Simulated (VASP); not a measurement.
A run of VASP 6.6.1 is set up as follows.

File INCAR:

```
SYSTEM = Ta
ALGO = Fast
EDIFF = 1E-6
ENCUT = 520
GGA = PE
ISIF = 2
ISMEAR = 0
LASPH = .TRUE.
LCHARG = .FALSE.
LREAL = .FALSE.
LWAVE = .FALSE.
NBANDS = 12
NELM = 60
PREC = Accurate
SIGMA = 0.15
```

The input KPOINTS:

```
k-points
0
G
  20 20 20
  0 0 0
```

The input POSCAR:

```
Ta
1.0
   -1.6512800000      1.6512800000      1.7132030000
    1.6512800000     -1.6512800000      1.7132030000
    1.6512800000      1.6512800000     -1.7132030000
Ta
1
Direct
    0.0000000000      0.0000000000      0.0000000000
```

Potentials or basis: VASP PAW PBE potentials, release 64 (Ta_pv).

Launch:

```bash
$ cat potpaw_PBE.64/Ta_pv/POTCAR > POTCAR
$ mpirun -np 1 vasp_std > vasp.out
```

(1) What does it give for the band gap on the k mesh?

(2) Estimate the pressure.

Answers

(1) zero (an odd number of electrons rules out a gap without spin polarisation).

(2) -3.8 GPa.

Caveat: the cell differs from its parent crystal (strain +0.0375 x Voigt [0, 0, 1, 0, 0, 0]); the cell stands under tension; spin-orbit coupling is left out, which moves the levels of the heavy elements.
